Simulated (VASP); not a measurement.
Sn, 2 atoms in the cell. It takes space group Fd-3m (No. 227, cubic). Conventional cell: a = 6.544 Å, b = 6.544 Å, c = 6.544 Å, α = 90.00°, β = 90.00°, γ = 90.00°. Sn (site symmetry -43m) has 4 Sn at 2.83 Å within 3.7 Å. This isn't the form of Sn at room conditions, which is tetragonal (white tin).

* Program: VASP 6.6.1
* Task: single point
* Functional: PBEsol
* Potentials or basis: VASP PAW PBE potentials, release 64 (Sn_d)
* Cutoff: 520 eV
* k mesh: 14 × 14 × 14
* Occupations: fermi-dirac, width 0.1 eV
* Spin: no spin polarisation
* Dipole correction: no
* Further INCAR settings: ALGO = Normal; EDIFF = 1e-07; NBANDS = 21

Potentials or basis: VASP PAW PBE potentials, release 64 (Sn_d).

Command:

```console
$ cat potpaw_PBE.64/Sn_d/POTCAR > POTCAR
$ mpirun -np 1 vasp_std > vasp.out
```

Hardware: 1 thread of Intel(R) Xeon(R) 6975P-C (Granite Rapids), on a shared host.

Question: Estimate the wall time of this run.

Answer: Wall time 45 s on 1 thread of Intel(R) Xeon(R) 6975P-C (Granite Rapids), with other jobs on the host, peak memory 0.28 GiB. Counts: scf iterations 12, k points 104.
